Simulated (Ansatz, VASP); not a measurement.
This is a calculation of TiAl for VASP 6.6.1.

Contents of POSCAR:

```
TiAl
1.0
    3.1790640000      0.0000000000      0.0000000000
    0.0000000000      3.1790640000      0.0000000000
    0.0000000000      0.0000000000      3.1790640000
Ti Al
1 1
Direct
    0.0000000000      0.0000000000      0.0000000000
    0.5000000000      0.5000000000      0.5000000000
```

INCAR.step1

```
SYSTEM = TiAl
PREC = Accurate ; ENCUT = 520
ISMEAR = -1 ; SIGMA = 0.05
LREAL = .FALSE. ; LASPH = .TRUE.
NELM = 100 ; NBANDS = 14
GGA = PE ; ALGO = Normal
EDIFF = 1E-4 ; LWAVE = .TRUE.
LCHARG = .FALSE.
```

File INCAR.step2:

```
SYSTEM = TiAl
PREC = Accurate ; ENCUT = 520
EDIFF = 1E-6 ; ISMEAR = -1
SIGMA = 0.05 ; LREAL = .FALSE.
LASPH = .TRUE. ; NELM = 100
ALGO = Normal ; ISIF = 2
LWAVE = .FALSE. ; LCHARG = .TRUE.
METAGGA = R2SCAN ; LMIXTAU = .TRUE.
LELF = .TRUE. ; LVHAR = .TRUE.
NBANDS = 14 ; ISTART = 1
```

The input KPOINTS:

```
regular mesh
0
G
  8 8 8
  0 0 0
```

Potentials or basis: VASP PAW PBE potentials, release 64 (Ti_sv, Al).

Launch:

```bash
$ cat potpaw_PBE.64/Ti_sv/POTCAR potpaw_PBE.64/Al/POTCAR > POTCAR
$ cp INCAR.step1 INCAR
$ mpirun -np 1 vasp_std > vasp.out
$ cp INCAR.step2 INCAR
$ mpirun -np 1 vasp_std > vasp.out
```

**Question.** Set up the same calculation for Ansatz 0.2.0. Potentials there: Ansatz PAW.

**Answer.** As run (the cutoff follows the program's own potentials):

Contents of input.yaml:

```yaml
crystal:
  lattice:
    - [3.179064, 0.0, 0.0]
    - [0.0, 3.179064, 0.0]
    - [0.0, 0.0, 3.179064]
  atoms:
    - { symbol: Ti, position: [0.0, 0.0, 0.0] }
    - { symbol: Al, position: [0.5, 0.5, 0.5] }
hamiltonian:
  xc: r2scan
  pseudopotentials: { kind: paw }
kpoints:
  mp_grid: { grid: [8, 8, 8] }
scf:
  occupations: { method: fermi_dirac, width: 0.05 }
output:
  forces: true
  stress: true
  eigenvalues: true
```

Potentials or basis: Ansatz PAW.

The run is started by

```console
$ ansatz run input.yaml --threads 2 --pin off --max-ram 5632MiB --backend cpu --events-out ev --progress --plain --runs-dir out
```

Both were run:

|  | VASP | Ansatz | Ansatz less VASP |
| --- | --- | --- | --- |
| gap on the k mesh at the Fermi level (eV) | none | none | - |
| pressure (GPa) | -0.7 | -0.7 | -0.04 |

VASP's potentials were made for PBE, not for r2SCAN. A gap of «none» marks a metal or a gap that the smearing closes.
